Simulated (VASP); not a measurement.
Input of a VASP 6.6.1 run:

INCAR

```
SYSTEM = Sb
PREC     = Accurate       ! precision mode
ENCUT    = 520            ! plane-wave cutoff, eV
EDIFF    = 1E-6           ! SCF threshold, eV
ISMEAR   = 0              ! smearing method
SIGMA    = 0.05           ! smearing width, eV
LREAL    = .False.        ! projectors in reciprocal space
LASPH    = .True.         ! aspherical terms in the spheres
NELM     = 100            ! most SCF steps
ALGO     = Normal         ! electronic algorithm
ISIF     = 2              ! what is computed and relaxed
LWAVE    = .False.        ! write WAVECAR
LCHARG   = .False.        ! write CHGCAR
NBANDS   = 8              ! bands
```

KPOINTS

```
regular mesh
0
Gamma
  7 7 7
  0 0 0
```

POSCAR

```
Sb
1.0
   -0.0167630000      2.3807070000      2.4016500000
    2.3697530000      0.0443490000      2.3405380000
    2.4096310000      2.3594730000      0.0044710000
Sb
1
Direct
   -0.0075380000      0.0130910000     -0.0107430000
```

Potentials or basis: VASP PAW LDA potentials, release 64 (Sb).

The run is started by

```bash
$ cat potpaw_LDA.64/Sb/POTCAR > POTCAR
$ mpirun -np 1 vasp_std > vasp.out
```

(1) Predict the band gap on the k mesh.

(2) What does it give for the pressure?

Answers

(1) zero (an odd number of electrons rules out a gap without spin polarisation).

(2) -2.7 GPa.

Caveat: spin-orbit coupling is left out, which moves the levels of the heavy elements.
